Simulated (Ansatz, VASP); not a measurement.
## One calculation of ZnS, two programs

INCAR

```
ALGO = Normal
EDIFF = 1E-6
ENCUT = 500
GGA = PE
GGA_COMPAT = F
ISIF = 2
ISMEAR = 0
LASPH = T
LCHARG = F
LREAL = F
LWAVE = F
NBANDS = 26
NELM = 120
PREC = Accurate
SIGMA = 0.1
```

KPOINTS

```
k-points
0
Gamma
  6 6 4
```

File POSCAR:

```
ZnS
1.0
    3.6044880043      0.0000000000      0.0000000000
   -1.8022440021      3.1215781793      0.0000000000
    0.0000000000      0.0000000000      7.6965941453
Zn S
2 2
Direct
    0.0000000000      0.0000000000      0.7500000000
    0.0000000000      0.0000000000      0.2500000000
    0.3333333300      0.6666666700      0.2500000000
    0.6666666700      0.3333333300      0.7500000000
```

Input for Ansatz:

```yaml
crystal:
  lattice:
    - [3.6044880043, 0.0, 0.0]
    - [-1.8022440021, 3.1215781793, 0.0]
    - [0.0, 0.0, 7.6965941453]
  atoms:
    - { symbol: Zn, position: [0.0, 0.0, 0.75] }
    - { symbol: Zn, position: [0.0, 0.0, 0.25] }
    - { symbol: S, position: [0.33333333, 0.66666667, 0.25] }
    - { symbol: S, position: [0.66666667, 0.33333333, 0.75] }
basis:
  ecutwfc: 420
kpoints:
  mp_grid: { grid: [6, 6, 4] }
hamiltonian:
  xc: pbe
scf:
  occupations: { method: gaussian, width: 0.1 }
output:
  forces: true
  stress: true
  eigenvalues: true
```

Alike in both runs: task single point; functional PBE; k mesh 6 × 6 × 4; occupations gaussian, width 0.1 eV; no spin polarisation.

|  | VASP | Ansatz |
| --- | --- | --- |
| version | VASP 6.6.1 | Ansatz 0.2.0 |
| potentials or method | VASP PAW PBE potentials, release 64 (Zn, S), cutoff 500 eV | scalar-relativistic, plane waves, PAW |
| valence electrons in the cell | 36 | 36 |

Ansatz gave:

| Property | Result |
| --- | --- |
| gap on the k mesh at the Fermi level (eV) | 2.78 |
| least direct gap on the mesh (eV) | 2.78 |
| pressure (GPa) | 18.1 |
| traceless stress, the component that is largest in VASP (GPa) | -17.11 |

Estimate VASP's values.

gap on the k mesh at the Fermi level (eV): 2.80; least direct gap on the mesh (eV): 2.80; pressure (GPa): 18.3; traceless stress, the component that is largest in VASP (GPa): -17.35.
